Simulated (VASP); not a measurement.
# Sb (Pm-3m) in VASP: notebook

The runs below take Sb through single point, with PBE, r2SCAN.

All numbers are computed with VASP 6.6.1; they aren't measurements. Logs are shortened: lines on timing, memory, paths and dates and some standing lists are left out, and cuts for length are marked.

## 1. The cell of the first run

The structure is cubic, space group Pm-3m (No. 221). Conventional cell: a = 3.051 Å, b = 3.051 Å, c = 3.051 Å, α = 90.00°, β = 90.00°, γ = 90.00°. Within 4.0 Å of Sb (site symmetry m-3m) lie 6 Sb at 3.05 Å.

## 2. Single point, PBE

INCAR

```
SYSTEM = Sb
ALGO = Normal
EDIFF = 1E-6
ENCUT = 520
GGA = PE
ISIF = 2
ISMEAR = 0
LASPH = .True.
LCHARG = .False.
LREAL = .False.
LWAVE = .False.
NBANDS = 8
NELM = 80
PREC = Accurate
SIGMA = 0.05
```

KPOINTS

```
k-points
0
Gamma
  10 10 10
  0 0 0
```

POSCAR

```
Sb
1.0
    3.0509464554      0.0000000000      0.0000000000
    0.0000000000      3.0509464554      0.0000000000
    0.0000000000      0.0000000000      3.0509464554
Sb
1
Direct
    0.0000000000      0.0000000000      0.0000000000
```

Potentials or basis: VASP PAW PBE potentials, release 64 (Sb).

Started as:

```sh
$ cat potpaw_PBE.64/Sb/POTCAR > POTCAR
$ mpirun -np 1 vasp_std > vasp.out
```

OUTCAR:

```text
SYSTEM = Sb
   EDIFF = 1E-6
   ENCUT = 520
   GGA = PE
   ISIF = 2
   ISMEAR = 0
   LASPH = .True.
   LREAL = .False.
   NELM = 80
   PREC = Accurate

 ion  position               nearest neighbor table
   1  0.000  0.000  0.000-

  LATTYP: Found a simple cubic cell.
 ALAT       =     3.0509464554

  Lattice vectors:

 A1 = (   3.0509464554,   0.0000000000,   0.0000000000)
 A2 = (   0.0000000000,   3.0509464554,   0.0000000000)
 A3 = (   0.0000000000,   0.0000000000,   3.0509464554)

Analysis of symmetry for initial positions (statically):
=====================================================================
 Subroutine PRICEL returns:
 Original cell was already a primitive cell.

 Routine SETGRP: Setting up the symmetry group for a
 simple cubic supercell.

 Subroutine GETGRP returns: Found 48 space group operations
 (whereof 48 operations were pure point group operations)
 out of a pool of 48 trial point group operations.

The static configuration has the point symmetry O_h .

Analysis of symmetry for dynamics (positions and initial velocities):
=====================================================================
 Subroutine PRICEL returns:
 Original cell was already a primitive cell.

 Routine SETGRP: Setting up the symmetry group for a
 simple cubic supercell.

 Subroutine GETGRP returns: Found 48 space group operations
 (whereof 48 operations were pure point group operations)
 out of a pool of 48 trial point group operations.

The dynamic configuration has the point symmetry O_h .

 Subroutine INISYM returns: Found 48 space group operations
 (whereof 48 operations are pure point group operations),
 and found     1 'primitive' translations

----------------------------------------------------------------------------------------

                                     Primitive cell

  volume of cell :      28.3990

  direct lattice vectors                    reciprocal lattice vectors
     3.050946455  0.000000000  0.000000000     0.327767142  0.000000000  0.000000000
     0.000000000  3.050946455  0.000000000     0.000000000  0.327767142  0.000000000
     0.000000000  0.000000000  3.050946455     0.000000000  0.000000000  0.327767142

  length of vectors
     3.050946455  3.050946455  3.050946455     0.327767142  0.327767142  0.327767142

  position of ions in fractional coordinates (direct lattice)
     0.000000000  0.000000000  0.000000000

  ion indices of the primitive-cell ions
   primitive index   ion index
                 1           1

----------------------------------------------------------------------------------------

 KPOINTS: k-points

Automatic generation of k-mesh.
 Grid dimensions read from file:
 generate k-points for:   10   10   10

 Generating k-lattice:

  Cartesian coordinates                     Fractional coordinates (reciprocal lattice)
     0.032776714  0.000000000  0.000000000     0.100000000  0.000000000  0.000000000
     0.000000000  0.032776714  0.000000000     0.000000000  0.100000000  0.000000000
     0.000000000  0.000000000  0.032776714     0.000000000  0.000000000  0.100000000

  Length of vectors
     0.032776714  0.032776714  0.032776714

  Shift w.r.t. Gamma in fractional coordinates (k-lattice)
     0.000000000  0.000000000  0.000000000

 Subroutine IBZKPT returns following result:
 ===========================================

 Found     56 irreducible k-points:

 Following reciprocal coordinates:
            Coordinates               Weight
  0.000000  0.000000  0.000000      1.000000
  0.100000  0.000000  0.000000      6.000000
  0.200000  0.000000  0.000000      6.000000
  0.300000  0.000000  0.000000      6.000000
  0.400000  0.000000  0.000000      6.000000
  0.500000  0.000000  0.000000      3.000000
[... 16 lines left out ...]
  0.200000  0.100000  0.100000     24.000000
  0.300000  0.100000  0.100000     24.000000
 [... further k-points ...]
   k-points           NKPTS =     56   k-points in BZ     NKDIM =     56   number of bands    NBANDS=      8
   number of dos      NEDOS =    301   number of ions     NIONS =      1
   total plane-waves  NPLWV =  13824
   dimension x,y,z NGX =    24 NGY =   24 NGZ =   24
   dimension x,y,z NGXF=    48 NGYF=   48 NGZF=   48
   ions per type =               1
   NGX,Y,Z   is equivalent  to a cutoff of  13.08, 13.08, 13.08 a.u.
   NGXF,Y,Z  is equivalent  to a cutoff of  26.16, 26.16, 26.16 a.u.
 SYSTEM =  Sb
   PREC   = accura    normal or accurate (medium, high low for compatibility)
   ISTART =      0    job   : 0-new  1-cont  2-samecut
   ICHARG =      2    charge: 1-file 2-atom 10-const
   ISPIN  =      1    spin polarized calculation?
   LNONCOLLINEAR =      F non collinear calculations
   LSORBIT =      F    spin-orbit coupling
   LASPH  =      T    aspherical Exc in radial PAW
   ENCUT  =  520.0 eV  38.22 Ry    6.18 a.u.   5.67  5.67  5.67*2*pi/ulx,y,z
   NELM   =     80;   NELMIN=  2; NELMDL= -5     # of ELM steps
   EDIFF  = 0.1E-05   stopping-criterion for ELM
   LREAL  =      F    real-space projection
   EDIFFG = 0.1E-04   stopping-criterion for IOM
   NSW    =      0    number of steps for IOM
   IBRION =     -1    ionic relax: 0-MD 1-quasi-New 2-CG
   NFREE  =      0    steps in history (QN), initial steepest desc. (CG)
   ISIF   =      2    stress and relaxation
   ISYM   =      2    0-nonsym 1-usesym 2-fastsym
   POTIM  = 0.5000    time-step for ionic-motion
   TEBEG  =    0.0;   TEEND  =   0.0 temperature during run
   PSTRESS=    0.0 pullay stress
   NELECT =       5.0000    total number of electrons
   NUPDOWN=      -1.0000    fix difference up-down
   EMIN   =  10.00;   EMAX   =-10.00  energy-range for DOS
   EFERMI =   0.00;   METHOD = LEGACY
   ISMEAR =     0;   SIGMA  =   0.05  broadening in eV -4-tet -1-fermi 0-gaus
   EFERMI_NEDOS =   21; number of points for ismear=-14 and -15
   IALGO  =     38    algorithm
   IMIX   =      4    mixing-type and parameters
     AMIX     =   0.40;   BMIX     =  1.00
     AMIX_MAG =   1.60;   BMIX_MAG =  1.00
  volume/ion in A,a.u.               =      28.40       191.65
  Fermi-wavevector in a.u.,A,eV,Ry     =   0.917551  1.733920 11.454744  0.841900
  Thomas-Fermi vector in A             =   2.042533
   LORBIT       =      0    0 simple, 1 ext, 2 COOP (PROOUT), +10 PAW based schemes
   GGA     = PE    functional components
   LHFCALC =     F    Hartree Fock is set to
   AEXX    =    0.0000 exact exchange contribution
   IVDW    =     0    specifies the selected vdW correction
   LEPSILON=     F    determine dielectric tensor
   LRPA    =     F    only Hartree local field effects (RPA)
 non-spin polarized calculation
 Gauss-broadening in eV      SIGMA  =   0.05
  energy-cutoff  :      520.00
  volume of cell :       28.40
 maximum number of plane-waves:       776
 NGX is ok and might be reduce to    24
   NGX = 11   NGY = 11   NGZ = 11

 number of electron       4.9999999 magnetization

 Free energy of the ion-electron system (eV)
  ---------------------------------------------------
  ext. energy  EPLUGINS =         0.00000000
  ---------------------------------------------------
  free energy    TOTEN  =        -4.08893190 eV

  energy without entropy =       -4.08840440  energy(sigma->0) =       -4.08866815

 E-fermi :   7.7132     XC(G=0):  -9.8302

 val. band max:        7.5937855375   @ k =   0.5000   0.3000   0.3000
 cond. band min:       7.7138936696   @ k =   0.2000   0.2000   0.0000
 fundamental gap:      0.1201081321
 Fermi energy:         7.7132268884

 k-point     1 :       0.0000    0.0000    0.0000
  band No.  band energies     occupation
      1      -5.0012      2.00000
      2      11.1663      0.00000
      3      11.1663      0.00000
      4      11.1663      0.00000
      5      14.7408      0.00000
      6      14.7408      0.00000
      7      16.3483      0.00000
      8      25.6860      0.00000

 k-point     2 :       0.1000    0.0000    0.0000
  band No.  band energies     occupation
      1      -4.8488      2.00000
      2       9.4732      0.00000
      3      11.3185      0.00000
      4      11.3185      0.00000
      5      14.8582      0.00000
      6      15.6286      0.00000
      7      17.4668      0.00000
      8      24.5379      0.00000

 k-point     3 :       0.2000    0.0000    0.0000
  band No.  band energies     occupation
      1      -4.3995      2.00000
      2       6.8967      2.00000
      3      11.7528      0.00000
      4      11.7528      0.00000
      5      15.2070      0.00000
      6      16.2036      0.00000
      7      20.3463      0.00000
      8      22.8060      0.00000

 k-point     4 :       0.3000    0.0000    0.0000
  band No.  band energies     occupation
      1      -3.6903      2.00000
      2       4.5252      2.00000
      3      12.3892      0.00000
      4      12.3892      0.00000
      5      15.7701      0.00000
      6      16.8722      0.00000
      7      21.1580      0.00000
      8      21.1580      0.00000

 k-point     5 :       0.4000    0.0000    0.0000
  band No.  band energies     occupation
      1      -2.8590      2.00000
      2       2.6614      2.00000
      3      13.0389      0.00000
      4      13.0389      0.00000
      5      16.4714      0.00000
      6      17.7588      0.00000
      7      19.8784      0.00000
      8      19.8784      0.00000
[... 177 lines left out ...]
 k-point    22 :       0.1000    0.1000    0.1000
  band No.  band energies     occupation
      1      -4.5439      2.00000
      2       9.6504      0.00000
      3       9.6504      0.00000
      4      10.0396      0.00000
      5      16.9230      0.00000
      6      16.9230      0.00000
      7      18.2517      0.00000
      8      22.8655      0.00000

 k-point    23 :       0.2000    0.1000    0.1000
  band No.  band energies     occupation
      1      -4.0944      2.00000
      2       7.1841      2.00000
      3      10.0733      0.00000
      4      10.3779      0.00000
      5      17.2678      0.00000
      6      17.9123      0.00000
      7      20.1398      0.00000
      8      20.7972      0.00000

 k-point    24 :       0.3000    0.1000    0.1000
  band No.  band energies     occupation
      1      -3.3843      2.00000
      2       4.8173      2.00000
      3      10.7038      0.00000
      4      11.0559      0.00000
      5      17.7657      0.00000
      6      17.8244      0.00000
      7      18.9923      0.00000
      8      20.0463      0.00000

 [... further k-points ...]
[... 5 lines left out ...]
  --------------------------------------------------------------------------------------
  -------------------------------------------------------------------------------------
  Total        0.5960350      0.5960350      0.5960350     -0.0000000      0.0000000      0.0000000
  in kB       33.6262605     33.6262605     33.6262605     -0.0000000      0.0000000      0.0000000
  external PRESSURE =      33.6262605 kB  Pullay stress =       0.0000000 kB

 VOLUME and BASIS-vectors are now :
 -----------------------------------------------------------------------------
  energy-cutoff  :      520.00
  volume of cell :       28.40
      direct lattice vectors                 reciprocal lattice vectors
     3.050946455  0.000000000  0.000000000     0.327767142  0.000000000  0.000000000
     0.000000000  3.050946455  0.000000000     0.000000000  0.327767142  0.000000000
     0.000000000  0.000000000  3.050946455     0.000000000  0.000000000  0.327767142

 POSITION                                       TOTAL-FORCE (eV/Angst)
 -----------------------------------------------------------------------------------
      0.00000      0.00000      0.00000         0.000000      0.000000      0.000000
 -----------------------------------------------------------------------------------
    total drift:                               -0.000000     -0.000000      0.000000

  FREE ENERGIE OF THE ION-ELECTRON SYSTEM (eV)
  ---------------------------------------------------
  free  energy   TOTEN  =        -4.0889318999 eV

  energy  without entropy=       -4.0884043993  energy(sigma->0) =       -4.08866815
```

It took 9 s on 1 thread of AMD EPYC 7R13 (Zen 3), shared host; peak memory 0.11 GiB.

Results:

| Property | Result |
| --- | --- |
| Free energy | -4.0889 eV |
| Pressure | 3.4 GPa |

Levels at points of the mesh, in eV from the Fermi level:
| k point | band 1 | band 2 | band 3 | band 4 | band 5 |
| --- | --- | --- | --- | --- | --- |
| (0.00, 0.00, 0.00) | -12.71 | 3.45 | 3.45 | 3.45 | 7.03 |
| (0.50, 0.00, 0.00) | -10.11 | -5.86 | 5.63 | 5.63 | 9.20 |
| (0.50, 0.50, 0.00) | -7.32 | -3.70 | -3.70 | 2.06 | 7.88 |
| (0.50, 0.50, 0.50) | -4.16 | -1.66 | -1.66 | -1.66 | 4.82 |

Caveat: spin-orbit coupling is left out, which moves the levels of the heavy elements.

## 3. Single point, PBE

This run uses another cell than the first one, of 31.55 Å³/atom, 1.111 times its volume.

INCAR

```
SYSTEM = Sb
PREC = Accurate
ENCUT = 520
EDIFF = 1E-6
ISMEAR = 0
SIGMA = 0.05
LREAL = .FALSE.
LASPH = .TRUE.
NELM = 60
ALGO = Normal
ISIF = 2
LWAVE = .FALSE.
LCHARG = .TRUE.
GGA = PE
LELF = .TRUE.
LVHAR = .TRUE.
NBANDS = 8
```

KPOINTS

```
Automatic mesh
0
G
  10 10 10
  0 0 0
```

POSCAR

```
Sb
1.0
    3.1600000000      0.0000000000      0.0000000000
    0.0000000000      3.1600000000      0.0000000000
    0.0000000000      0.0000000000      3.1600000000
Sb
1
Direct
    0.0000000000      0.0000000000      0.0000000000
```

Potentials or basis: VASP PAW PBE potentials, release 64 (Sb).

Started as:

```sh
$ cat potpaw_PBE.64/Sb/POTCAR > POTCAR
$ mpirun -np 1 vasp_std > vasp.out
```

Run time: 15 s. Hardware: 1 thread of AMD EPYC 7R13 (Zen 3), shared host; peak memory 0.11 GiB.

The run converged. Its results:

- Free energy: -4.0896 eV
- Pressure: -2.7 GPa

Levels at points of the mesh, in eV from the Fermi level:
```
           k point  band 1  band 2  band 3  band 4  band 5  band 6  band 7
(0.00, 0.00, 0.00)  -11.88    3.21    3.21    3.21    6.96    6.96    8.02
(0.50, 0.00, 0.00)   -9.66   -5.11    5.04    5.04    8.93   10.55   11.19
(0.50, 0.50, 0.00)   -7.33   -3.20   -3.20    2.48    6.87   12.48   13.17
(0.50, 0.50, 0.50)   -4.76   -1.42   -1.42   -1.42    5.00    5.00    5.00
```

Caveat: spin-orbit coupling is left out, which moves the levels of the heavy elements.

## 4. Single point, r2SCAN

This run uses another cell than the first one, of 31.55 Å³/atom, 1.111 times its volume.

POSCAR is that of step 3.

INCAR.step1

```
SYSTEM = Sb
PREC = Accurate
ENCUT = 520
ISMEAR = 0
SIGMA = 0.05
LREAL = .FALSE.
LASPH = .TRUE.
NELM = 100
NBANDS = 8
GGA = PE
ALGO = Normal
EDIFF = 1E-4
LWAVE = .TRUE.
LCHARG = .FALSE.
```

INCAR.step2

```
SYSTEM = Sb
PREC = Accurate
ENCUT = 520
EDIFF = 1E-6
ISMEAR = 0
SIGMA = 0.05
LREAL = .FALSE.
LASPH = .TRUE.
NELM = 100
ALGO = Normal
ISIF = 2
LWAVE = .FALSE.
LCHARG = .FALSE.
METAGGA = R2SCAN
LMIXTAU = .TRUE.
NBANDS = 8
ISTART = 1
```

KPOINTS is that of step 3.

Started as:

```sh
$ cat potpaw_PBE.64/Sb/POTCAR > POTCAR
$ cp INCAR.step1 INCAR
$ mpirun -np 1 vasp_std > vasp.out
$ cp INCAR.step2 INCAR
$ mpirun -np 1 vasp_std > vasp.out
```

It took 42 s on 1 thread of AMD EPYC 7R13 (Zen 3), shared host; peak memory 0.12 GiB.

The run converged. Its results:

```yaml
Free_energy: -25.6298 eV
Pressure: -3.9 GPa
```

Levels at points of the mesh, in eV from the Fermi level:
| k point | band 1 | band 2 | band 3 | band 4 | band 5 | band 6 | band 7 |
| --- | --- | --- | --- | --- | --- | --- | --- |
| (0.00, 0.00, 0.00) | -12.52 | 3.30 | 3.30 | 3.30 | 7.21 | 7.21 | 8.79 |
| (0.50, 0.00, 0.00) | -10.16 | -5.46 | 5.25 | 5.25 | 9.20 | 11.18 | 11.83 |
| (0.50, 0.50, 0.00) | -7.63 | -3.51 | -3.51 | 2.70 | 7.23 | 13.06 | 13.69 |
| (0.50, 0.50, 0.50) | -4.79 | -1.68 | -1.68 | -1.68 | 5.28 | 5.28 | 5.28 |

Caveat: the PAW data sets were made with another functional, which shifts forces and pressure a little; spin-orbit coupling is left out, which moves the levels of the heavy elements.

## 5. Overview

```tsv
level	cell	gap on the mesh (eV)	pressure (GPa)
PBE	a = 3.051 Å, 1 atom	none	3.4
PBE	a = 3.160 Å, 1 atom	none	-2.7
r2SCAN	a = 3.160 Å, 1 atom	none	-3.9
```

Alike in all rows: task single point; potentials or basis VASP PAW PBE potentials, release 64 (Sb); no spin polarisation; k mesh 10 × 10 × 10; cutoff (eV) 520; smearing gaussian 0.05 eV.

Caveats: spin-orbit coupling is left out, which moves the levels of the heavy elements; the PAW data sets were made with another functional, which shifts forces and pressure a little (some runs).

Total energies depend on the potentials used, so only differences within one code and one set of settings carry meaning.
